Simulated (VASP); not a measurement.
Ir: single point with LDA

Crystal: Ir.

```
Ir
1.0
     0.00000    2.00587    1.85683
     2.00587    0.00000    1.85683
     2.00587    2.00587    0.00000
Ir
1
Direct
  0.00000 0.00000 0.00000
```

This cell differs from its parent crystal: volume 14.942 Å^3 an atom, c/a of the conventional cell 0.9257.

- Program: VASP 6.6.1
- Task: single point
- Functional: LDA
- Potentials or basis: VASP PAW LDA potentials, release 64 (Ir)
- Cutoff: 520 eV
- k mesh: 22 × 22 × 22
- Occupations: gaussian, width 0.15 eV
- Spin: no spin polarisation

```json
{
 "Pressure": "-22.5 GPa"
}
```

Stress tensor (GPa, compression positive):
```
-30.21   0.00   0.00
  0.00 -30.21   0.00
  0.00   0.00  -7.16
```

Levels at points of the mesh, in eV from the Fermi level:
| k point | band 1 | band 2 | band 3 | band 4 | band 5 | band 6 | band 7 | band 8 |
| --- | --- | --- | --- | --- | --- | --- | --- | --- |
| (0.00, 0.00, 0.00) | -10.49 | -3.81 | -3.81 | -2.93 | -1.68 | -0.53 | 14.59 | 18.96 |
| (0.50, 0.00, 0.00) | -7.50 | -4.12 | -3.10 | -0.51 | 0.56 | 1.13 | 6.81 | 13.90 |
| (0.50, 0.50, 0.00) | -7.18 | -6.80 | 0.80 | 1.41 | 1.41 | 2.89 | 10.57 | 10.57 |
| (0.50, 0.00, 0.50) | -7.30 | -6.66 | 0.77 | 0.90 | 1.29 | 1.73 | 9.20 | 11.62 |

It used 220 s of CPU time on 1 thread of AMD EPYC 7R13 Processor (Zen 3), on a shared host.

Caveat: spin-orbit coupling is left out, which moves the levels of the heavy elements.
